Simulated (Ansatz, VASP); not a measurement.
# One calculation of Hf3B2, two programs

The input INCAR:

```
ALGO = Normal
EDIFF = 1E-7
ENCUT = 520
GGA = PE
ISIF = 2
ISMEAR = 0
LASPH = T
LCHARG = F
LREAL = F
LWAVE = F
NBANDS = 26
NELM = 60
PREC = Accurate
SIGMA = 0.1
```

File KPOINTS:

```
k-points
0
Gamma
  4 4 4
```

The input POSCAR:

```
Hf3B2
1.0
    4.2871524600      0.0000000000      0.0000000000
    0.0000000000      4.2871524600      0.0000000000
    0.0000000000      0.0000000000      4.0560034300
Hf B
3 2
Direct
    0.0000000000      0.5000000000      0.0570057300
    0.0000000000      0.0000000000      0.5000000000
    0.5000000000      0.0000000000      0.9429942700
    0.5000000000      0.5000000000      0.5000000000
    0.0000000000      0.0000000000      0.0000000000
```

Input for Ansatz:

```yaml
crystal:
  lattice:
    - [4.28715246, 0.0, 0.0]
    - [0.0, 4.28715246, 0.0]
    - [0.0, 0.0, 4.05600343]
  atoms:
    - { symbol: Hf, position: [0.0, 0.5, 0.05700573] }
    - { symbol: Hf, position: [0.0, 0.0, 0.5] }
    - { symbol: Hf, position: [0.5, 0.0, 0.94299427] }
    - { symbol: B, position: [0.5, 0.5, 0.5] }
    - { symbol: B, position: [0.0, 0.0, 0.0] }
basis:
  ecutwfc: 420
kpoints:
  mp_grid: { grid: [4, 4, 4] }
hamiltonian:
  xc: pbe
scf:
  occupations: { method: gaussian, width: 0.1 }
  lower_state_search: "off"
output:
  forces: true
  stress: true
  eigenvalues: true
```

Alike in both runs: task single point; functional PBE; k mesh 4 × 4 × 4; occupations gaussian, width 0.1 eV; no spin polarisation.

|  | VASP | Ansatz |
| --- | --- | --- |
| version | VASP 6.6.1 | Ansatz 0.2.0 |
| potentials or method | VASP PAW PBE potentials, release 64 (Hf_pv, B), cutoff 520 eV | scalar-relativistic, plane waves, PAW |
| valence electrons in the cell | 36 | 84 |

```csv
,VASP,Ansatz,Ansatz less VASP
gap on the k mesh at the Fermi level (eV),none,none,-
pressure (GPa),28.0,27.9,-0.05
"traceless stress, the component that is largest in VASP (GPa)",14.63,14.21,-0.417
rms of the force components (eV/Å),0.843,0.845,+0.0024
```

Atom by atom the forces differ by 0.002 eV/Å (rms over components). A gap of «none» marks a metal or a gap that the smearing closes. The functional is the same, so the differences come from potentials, cutoffs and numerics. VASP's potentials hold 36 valence electrons a cell and Ansatz's 84, so a difference there can come from the potentials and not from the codes.

The k mesh is coarse, so the values compare programs but aren't converged. Neither program's run includes spin-orbit coupling.
